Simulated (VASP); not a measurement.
A run of VASP 6.6.1 is set up as follows.

INCAR

```
SYSTEM = NiO
PREC = Accurate
ENCUT = 700
EDIFF = 1E-6
ISMEAR = 0
SIGMA = 0.05
LREAL = .FALSE.
LASPH = .TRUE.
NELM = 200
ALGO = Normal
ISIF = 2
LWAVE = .FALSE.
LCHARG = .TRUE.
ISPIN = 2
MAGMOM = 2 0
LORBIT = 11
LMAXMIX = 4
LDAU = .TRUE.
LDAUTYPE = 2
LDAUL = 2 -1
LDAUU = 6.2 0
LDAUJ = 0 0
LDAUPRINT = 1
GGA = PE
LELF = .TRUE.
LVHAR = .TRUE.
NBANDS = 23
GGA_COMPAT = .FALSE.
```

File KPOINTS:

```
regular mesh
0
G
  10 10 10
  0 0 0
```

Contents of POSCAR:

```
NiO
1.0
    0.0000000000      2.0859016414      2.0859016414
    2.0859016414      0.0000000000      2.0859016414
    2.0859016414      2.0859016414      0.0000000000
Ni O
1 1
Direct
    0.0000000000      0.0000000000      0.0000000000
    0.5000000000      0.5000000000      0.5000000000
```

Potentials or basis: VASP PAW PBE potentials, release 64 (Ni_sv_GW, O).

Command:

```console
$ cat potpaw_PBE.64/Ni_sv_GW/POTCAR potpaw_PBE.64/O/POTCAR > POTCAR
$ mpirun -np 1 vasp_std > vasp.out
```

Q: Estimate the net moment.

A: 2.00 μB per cell.

Q: Predict the band gap on the k mesh.

A: 2.35 eV (least direct gap 3.39 eV).

Eigenvalues of the final occupation matrices:
```
    site  spin  trace               eigenvalues
site 1 d     1   4.76  0.94 0.94 0.94 0.97 0.97
site 1 d     2   2.99  0.10 0.10 0.93 0.93 0.93
```

Caveat: a cell with one magnetic atom can't hold antiferromagnetic order, which such compounds often take. The state reached can hang on the start; a lower one may exist.
